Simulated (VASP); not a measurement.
A run of VASP 6.6.1 is set up as follows.

Contents of INCAR:

```
PREC = Accurate ; ENCUT = 500
EDIFF = 1E-7 ; ISMEAR = 0
SIGMA = 0.05 ; LREAL = False
LASPH = True ; NELM = 120
ALGO = Normal ; ISIF = 3
LWAVE = False ; LCHARG = False
GGA = CA ; IBRION = 2
NSW = 80 ; EDIFFG = -0.02
GGA_COMPAT = False ; NELMIN = 4
```

KPOINTS

```
regular mesh
0
Gamma
  9 9 9
```

Contents of POSCAR:

```
Pd
1.0
    0.0000000000      1.9450000000      1.9450000000
    1.9450000000      0.0000000000      1.9450000000
    1.9450000000      1.9450000000      0.0000000000
Pd
1
Direct
    0.0000000000      0.0000000000      0.0000000000
```

Potentials or basis: VASP PAW LDA potentials, release 64 (Pd).

The run is started by

```console
$ cat potpaw_LDA.64/Pd/POTCAR > POTCAR
$ mpirun -np 1 vasp_std > vasp.out
```

**Question.** Estimate the space group after relaxing (to 0.1 Å).

**Answer.** Fm-3m (No. 225).

**Question.** What does it give for the relaxed volume?

**Answer.** 14.15 Å³/atom.

**Question.** Predict the band gap on the k mesh.

**Answer.** Zero (bands 5 and 6 overlap by 1.59 eV).

**Question.** Predict the relaxed cell.

**Answer.** a = 2.715 Å, b = 2.715 Å, c = 2.715 Å, α = 60.00°, β = 60.00°, γ = 60.00°.

Step by step:
```
step  energy change (eV)  largest force (eV/Å)  pressure (GPa)  volume (Å³)
   1              0.0000                0.0000           -8.24        14.72
   2              0.0401                0.0000           19.76        13.16
   3             -0.0156                0.0000           -0.20        14.15
```
